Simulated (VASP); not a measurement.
Set up this calculation in VASP 6.6.1, as the native input.

| Item | Value |
| --- | --- |
| Task | single point |
| Functional | PBEsol |
| Potentials or basis | VASP PAW PBE potentials, release 64 (W_sv) |
| Cutoff | 520 eV |
| k mesh | 24 × 24 × 24 |
| Occupations | fermi-dirac, width 0.08 eV |
| Spin | no spin polarisation |
| Dipole correction | no |
| Further INCAR settings | ALGO = Normal; EDIFF = 1e-07; NBANDS = 13 |

The structure of W lies in POSCAR:

```
W
1.0
   -1.5770468706      1.5770468706      1.5770468706
    1.5770468706     -1.5770468706      1.5770468706
    1.5770468706      1.5770468706     -1.5770468706
W
1
Direct
    0.0000000000      0.0000000000      0.0000000000
```

These files were run (other wordings do the same):

INCAR

```
SYSTEM = W
PREC = Accurate
ENCUT = 520
EDIFF = 1E-7
ISMEAR = -1
SIGMA = 0.08
LREAL = .False.
LASPH = .True.
NELM = 80
ALGO = Normal
ISIF = 2
LWAVE = .False.
LCHARG = .False.
GGA = PS
NBANDS = 13
```

KPOINTS

```
regular mesh
0
Gamma
  24 24 24
  0 0 0
```

Potentials or basis: VASP PAW PBE potentials, release 64 (W_sv).

Launch:

```sh
$ cat potpaw_PBE.64/W_sv/POTCAR > POTCAR
$ mpirun -np 1 vasp_std > vasp.out
```

Results of the run:

```json
{"Pressure": "0.7 GPa", "Band gap on the k mesh": "zero (band 7 reaches 16.68 eV, above the bottom of band 8 at 10.17 eV)"}
```

Caveat: the PAW data sets were made with another functional, which shifts forces and pressure a little; spin-orbit coupling is left out, which moves the levels of the heavy elements.

Wall time 33 s on 1 thread of Intel(R) Xeon(R) Platinum 8375C CPU @ 2.90GHz (Ice Lake), on a shared host, peak memory 0.19 GiB.
